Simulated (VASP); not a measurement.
Wanted: the native input for a VASP 6.6.1 run.

| Quantity | Value |
| --- | --- |
| Task | single point |
| Functional | PBEsol |
| Potentials or basis | VASP PAW PBE potentials, release 64 (Si, C, H) |
| Cutoff | 520 eV |
| k mesh | 6 × 4 × 1 |
| Occupations | fermi-dirac, width 0.05 eV |
| Spin | no spin polarisation |
| Dipole correction | no |
| Further INCAR settings | LREAL = Auto; ALGO = Normal; EDIFF = 1e-07; NBANDS = 90 |

The structure of Si4HC4 lies in POSCAR:

```
Si4HC4
1.0
    2.1784270000     -2.1784270000      0.0000000000
    0.0000000000      0.0000000000      4.3568530000
  -27.2983550000    -27.2983550000      0.0000000000
Si C H
16 16 4
Direct
    0.9997380000      0.0002440000      0.6794050000
    0.9997750000      0.0002550000      0.5198240000
    0.9998110000      0.0002560000      0.3602270000
    0.9998960000      0.9979900000      0.2010150000
    0.9997180000      0.9992890000      0.7591350000
    0.9997600000      0.0002510000      0.5996190000
    0.9997860000      0.0002560000      0.4400270000
    0.9998160000      0.9999660000      0.2804350000
    0.4996960000      0.4978790000      0.7987360000
    0.4997480000      0.5002130000      0.6395270000
    0.4997780000      0.5002570000      0.4799290000
    0.4998140000      0.5003150000      0.3203500000
    0.4997260000      0.4998650000      0.7193200000
    0.4997710000      0.5002470000      0.5597260000
    0.4998010000      0.5002780000      0.4001350000
    0.4998300000      0.4994020000      0.2406190000
    0.9996910000      0.2556810000      0.7983000000
    0.9997510000      0.2502490000      0.6395160000
    0.9997780000      0.2502930000      0.4799290000
    0.9998120000      0.2502980000      0.3203140000
    0.9997260000      0.2500590000      0.7192990000
    0.9997740000      0.2502800000      0.5597270000
    0.9998020000      0.2503090000      0.4001270000
    0.9998330000      0.2504970000      0.2405080000
    0.4997180000      0.7503760000      0.7592420000
    0.4997650000      0.7502750000      0.5996320000
    0.4997860000      0.7502960000      0.4400350000
    0.4998160000      0.7501650000      0.2804550000
    0.4997410000      0.7502220000      0.6794420000
    0.4997760000      0.7502860000      0.5198330000
    0.4998100000      0.7503000000      0.3602430000
    0.4999030000      0.7557930000      0.2014530000
    0.9998750000      0.1929150000      0.1687140000
    0.9997000000      0.1104010000      0.8218470000
    0.4996900000      0.6928130000      0.8310350000
    0.4998350000      0.6105200000      0.1779060000
```

These files were run (other wordings do the same):

INCAR

```
SYSTEM = Si4HC4
ALGO     = Normal         ! electronic algorithm
EDIFF    = 1E-7           ! SCF threshold, eV
ENCUT    = 520            ! plane-wave cutoff, eV
GGA      = PS             ! functional
ISIF     = 2              ! what is computed and relaxed
ISMEAR   = -1             ! smearing method
LASPH    = .True.         ! aspherical terms in the spheres
LCHARG   = .True.         ! write CHGCAR
LELF     = .True.         ! ELF
LREAL    = Auto         
LVHAR    = .True.       
LWAVE    = .False.        ! write WAVECAR
NBANDS   = 90             ! bands
NELM     = 60             ! most SCF steps
PREC     = Accurate       ! precision mode
SIGMA    = 0.05           ! smearing width, eV
```

KPOINTS

```
k-points
0
Gamma
  6 4 1
  0 0 0
```

Potentials or basis: VASP PAW PBE potentials, release 64 (Si, C, H).

The run is started by

```console
$ cat potpaw_PBE.64/Si/POTCAR potpaw_PBE.64/C/POTCAR potpaw_PBE.64/H/POTCAR > POTCAR
$ mpirun -np 1 vasp_std > vasp.out
```

It gave:

The largest force is 0.036 eV/Å. The band gap on the k mesh is 1.38 eV (least direct gap 1.40 eV).

Caveat: there is no dipole correction, which matters where the two faces differ; the PAW data sets were made with another functional, which shifts forces and pressure a little.

Run time: 35 min on 1 thread of Intel(R) Xeon(R) Platinum 8259CL CPU @ 2.50GHz (Skylake/Cascade Lake), on a shared host, peak memory 0.73 GiB.
